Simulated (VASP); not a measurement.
# Be4TeSe3 (Im-3m) in VASP: single point with PBE

Aim: the single point of Be4TeSe3 with PBE.

Everything below comes from runs of VASP 6.6.1. Logs are shortened: lines on timing, memory, paths and dates and some standing lists are left out, and cuts for length are marked.

## (1) The cell of the first run

The structure is cubic, space group Im-3m (No. 229). The conventional cell has a = 6.330 Å, b = 6.330 Å, c = 6.330 Å, α = 90.00°, β = 90.00°, γ = 90.00°. Within 3.6 Å of Be (site symmetry -3m) lie 2 Te at 2.74 Å and 6 Se at 2.74 Å and 6 Be at 3.17 Å. Te (site symmetry m-3m) has 8 Be at 2.74 Å and 6 Se at 3.17 Å within 3.6 Å. Within 3.6 Å of Se (site symmetry 4/mmm) lie 8 Be at 2.74 Å and 2 Te at 3.17 Å and 4 Se at 3.17 Å.

## (2) Single point, PBE

The input, INCAR:

```
SYSTEM = Be4TeSe3
ALGO = Normal
EDIFF = 1E-6
ENCUT = 600
GGA = PE
GGA_COMPAT = .False.
ISIF = 2
ISMEAR = 0
LASPH = .True.
LCHARG = .False.
LREAL = .False.
LWAVE = .False.
NBANDS = 26
NELM = 120
PREC = Accurate
SIGMA = 0.15
```

The input, KPOINTS:

```
k-points
0
Gamma
  3 3 3
  0 0 0
```

The input, POSCAR:

```
Be4TeSe3
1.0
   -3.1651091736      3.1651091736      3.1651091736
    3.1651091736     -3.1651091736      3.1651091736
    3.1651091736      3.1651091736     -3.1651091736
Be Te Se
4 1 3
Direct
    0.5000000000      0.5000000000      0.5000000000
    0.0000000000      0.0000000000      0.5000000000
    0.0000000000      0.5000000000      0.0000000000
    0.5000000000      0.0000000000      0.0000000000
    0.0000000000      0.0000000000      0.0000000000
    0.0000000000      0.5000000000      0.5000000000
    0.5000000000      0.0000000000      0.5000000000
    0.5000000000      0.5000000000      0.0000000000
```

Potentials or basis: VASP PAW PBE potentials, release 64 (Be, Te, Se).

On the command line:

```bash
$ cat potpaw_PBE.64/Be/POTCAR potpaw_PBE.64/Te/POTCAR potpaw_PBE.64/Se/POTCAR > POTCAR
$ mpirun -np 1 vasp_std > vasp.out
```

OUTCAR:

```text
SYSTEM = Be4TeSe3
   EDIFF = 1E-6
   ENCUT = 600
   GGA = PE
   ISIF = 2
   ISMEAR = 0
   LASPH = .True.
   LREAL = .False.
   NELM = 120
   PREC = Accurate

 ion  position               nearest neighbor table
   1  0.500  0.500  0.500-   5 2.74   5 2.74
   2  0.000  0.000  0.500-   5 2.74   5 2.74
   3  0.000  0.500  0.000-   5 2.74   5 2.74
   4  0.500  0.000  0.000-   5 2.74   5 2.74
   5  0.000  0.000  0.000-   1 2.74   2 2.74   3 2.74   4 2.74   2 2.74   3 2.74   4 2.74   1 2.74
                             7 3.17   6 3.17   8 3.17   7 3.17   8 3.17   6 3.17
   6  0.000  0.500  0.500-   5 3.17   5 3.17
   7  0.500  0.000  0.500-   5 3.17   5 3.17
   8  0.500  0.500  0.000-   5 3.17   5 3.17

  LATTYP: Found a body centered cubic cell.
 ALAT       =     6.3302183472

  Lattice vectors:

 A1 = (  -3.1651091736,   3.1651091736,   3.1651091736)
 A2 = (   3.1651091736,  -3.1651091736,   3.1651091736)
 A3 = (   3.1651091736,   3.1651091736,  -3.1651091736)

Analysis of symmetry for initial positions (statically):
=====================================================================
 Subroutine PRICEL returns:
 Original cell was already a primitive cell.

 Routine SETGRP: Setting up the symmetry group for a
 body centered cubic supercell.

 Subroutine GETGRP returns: Found 48 space group operations
 (whereof 48 operations were pure point group operations)
 out of a pool of 48 trial point group operations.

The static configuration has the point symmetry O_h .

Analysis of symmetry for dynamics (positions and initial velocities):
=====================================================================
 Subroutine PRICEL returns:
 Original cell was already a primitive cell.

 Routine SETGRP: Setting up the symmetry group for a
 body centered cubic supercell.

 Subroutine GETGRP returns: Found 48 space group operations
 (whereof 48 operations were pure point group operations)
 out of a pool of 48 trial point group operations.

The dynamic configuration has the point symmetry O_h .

 Subroutine INISYM returns: Found 48 space group operations
 (whereof 48 operations are pure point group operations),
 and found     1 'primitive' translations

----------------------------------------------------------------------------------------

                                     Primitive cell

  volume of cell :     126.8312

  direct lattice vectors                    reciprocal lattice vectors
[... 83 lines left out ...]
   NFREE  =      0    steps in history (QN), initial steepest desc. (CG)
   ISIF   =      2    stress and relaxation
   ISYM   =      2    0-nonsym 1-usesym 2-fastsym
   POTIM  = 0.5000    time-step for ionic-motion
   TEBEG  =    0.0;   TEEND  =   0.0 temperature during run
   PSTRESS=    0.0 pullay stress
   NELECT =      32.0000    total number of electrons
   NUPDOWN=      -1.0000    fix difference up-down
   EMIN   =  10.00;   EMAX   =-10.00  energy-range for DOS
   EFERMI =   0.00;   METHOD = LEGACY
   ISMEAR =     0;   SIGMA  =   0.15  broadening in eV -4-tet -1-fermi 0-gaus
   EFERMI_NEDOS =   21; number of points for ismear=-14 and -15
   IALGO  =     38    algorithm
   IMIX   =      4    mixing-type and parameters
     AMIX     =   0.40;   BMIX     =  1.00
     AMIX_MAG =   1.60;   BMIX_MAG =  1.00
  volume/ion in A,a.u.               =      15.85       106.99
  Fermi-wavevector in a.u.,A,eV,Ry     =   1.034466  1.954857 14.559859  1.070119
  Thomas-Fermi vector in A             =   2.168762
   LORBIT       =      0    0 simple, 1 ext, 2 COOP (PROOUT), +10 PAW based schemes
   GGA     = PE    functional components
   LHFCALC =     F    Hartree Fock is set to
   AEXX    =    0.0000 exact exchange contribution
   IVDW    =     0    specifies the selected vdW correction
   LEPSILON=     F    determine dielectric tensor
   LRPA    =     F    only Hartree local field effects (RPA)
 non-spin polarized calculation
 Gauss-broadening in eV      SIGMA  =   0.15
  energy-cutoff  :      600.00
  volume of cell :      126.83
 maximum number of plane-waves:      4276
 NGX is ok and might be reduce to    48
   NGX = 21   NGY = 21   NGZ = 21

 number of electron      31.9999997 magnetization

 Free energy of the ion-electron system (eV)
  ---------------------------------------------------
  ext. energy  EPLUGINS =         0.00000000
  ---------------------------------------------------
  free energy    TOTEN  =       -24.03528619 eV

  energy without entropy =      -23.98586519  energy(sigma->0) =      -24.01057569

 E-fermi :   6.4596     XC(G=0): -10.3576

 val. band max:        6.4443410760   @ k =  -0.3333   0.3333   0.3333
 cond. band min:       7.2718670643   @ k =   0.3333   0.0000   0.0000
 fundamental gap:      0.8275259883
 Fermi energy:         6.4596360338

 k-point     1 :       0.0000    0.0000    0.0000
  band No.  band energies     occupation
      1      -8.6905      2.00000
      2      -5.9798      2.00000
      3      -5.9798      2.00000
      4      -4.5516      2.00000
      5       0.2769      2.00000
      6       0.2769      2.00000
[... 105 lines left out ...]
     25      11.4298      0.00000
     26      11.6588      0.00000

------------------------ aborting loop because EDIFF is reached ----------------------------------------

  FORCE on cell =-STRESS in cart. coord.  units (eV):
  Direction    XX          YY          ZZ          XY          YZ          ZX
  --------------------------------------------------------------------------------------
  -------------------------------------------------------------------------------------
  Total       -0.0993348     -0.0993348     -0.0993348     -0.0000000     -0.0000000      0.0000000
  in kB       -1.2548329     -1.2548329     -1.2548329     -0.0000000     -0.0000000      0.0000000
  external PRESSURE =      -1.2548329 kB  Pullay stress =       0.0000000 kB

 VOLUME and BASIS-vectors are now :
 -----------------------------------------------------------------------------
  energy-cutoff  :      600.00
  volume of cell :      126.83
      direct lattice vectors                 reciprocal lattice vectors
    -3.165109174  3.165109174  3.165109174     0.000000000  0.157972434  0.157972434
     3.165109174 -3.165109174  3.165109174     0.157972434  0.000000000  0.157972434
     3.165109174  3.165109174 -3.165109174     0.157972434  0.157972434  0.000000000

 POSITION                                       TOTAL-FORCE (eV/Angst)
 -----------------------------------------------------------------------------------
      1.58255      1.58255      1.58255         0.000000     -0.000000      0.000000
      1.58255      1.58255     -1.58255         0.000000     -0.000000      0.000000
      1.58255     -1.58255      1.58255         0.000000     -0.000000      0.000000
     -1.58255      1.58255      1.58255         0.000000     -0.000000     -0.000000
      0.00000      0.00000      0.00000        -0.000000      0.000000     -0.000000
      3.16511      0.00000      0.00000        -0.000000      0.000000     -0.000000
      0.00000      3.16511      0.00000         0.000000     -0.000000      0.000000
      0.00000      0.00000      3.16511        -0.000000      0.000000     -0.000000
 -----------------------------------------------------------------------------------
    total drift:                               -0.000000     -0.000000      0.000000

  FREE ENERGIE OF THE ION-ELECTRON SYSTEM (eV)
  ---------------------------------------------------
  free  energy   TOTEN  =       -24.0352861879 eV

  energy  without entropy=      -23.9858651888  energy(sigma->0) =      -24.01057569
```

OSZICAR:

```text
N       E                     dE             d eps       ncg     rms          rms(c)
DAV:   1     0.123734328500E+03    0.12373E+03   -0.13673E+04   208   0.117E+03
DAV:   2    -0.121166536722E+02   -0.13585E+03   -0.12430E+03   268   0.182E+02
DAV:   3    -0.238582523559E+02   -0.11742E+02   -0.11423E+02   288   0.579E+01
DAV:   4    -0.241051592137E+02   -0.24691E+00   -0.23906E+00   264   0.907E+00
DAV:   5    -0.241106513233E+02   -0.54921E-02   -0.54808E-02   272   0.125E+00    0.115E+01
DAV:   6    -0.240370198207E+02    0.73632E-01   -0.14748E-01   280   0.186E+00    0.697E+00
DAV:   7    -0.240351675375E+02    0.18523E-02   -0.44163E-02   248   0.101E+00    0.208E+00
DAV:   8    -0.240353831022E+02   -0.21556E-03   -0.20993E-03   288   0.300E-01    0.610E-01
DAV:   9    -0.240353143489E+02    0.68753E-04   -0.53210E-04   288   0.944E-02    0.138E-01
DAV:  10    -0.240352902918E+02    0.24057E-04   -0.40554E-05   256   0.348E-02    0.264E-02
DAV:  11    -0.240352864476E+02    0.38442E-05   -0.16576E-05   272   0.181E-02    0.120E-02
DAV:  12    -0.240352861879E+02    0.25969E-06   -0.79811E-07   184   0.467E-03
   1 F= -.24035286E+02 E0= -.24010576E+02  d E =-.494210E-01
```

Run time: 34 s. Hardware: 1 thread of AMD EPYC 7R43 (Zen 3), shared host; peak memory 0.28 GiB.

Results:

```
Free energy            : -24.0353 eV
Pressure               : -0.1 GPa
Band gap on the k mesh : zero (band 16 reaches 7.40 eV, above the bottom of band 17 at 6.27 eV)
```

Levels at points of the mesh, in eV from the Fermi level:
| k point | band 14 | band 15 | band 16 | band 17 | band 18 | band 19 |
| --- | --- | --- | --- | --- | --- | --- |
| (0.00, 0.00, 0.00) | -1.16 | -1.16 | -1.16 | 0.95 | 1.84 | 1.84 |

Caveat: the k points lie up to 0.47 Å⁻¹ apart; spin-orbit coupling is left out, which moves the levels of the heavy elements.
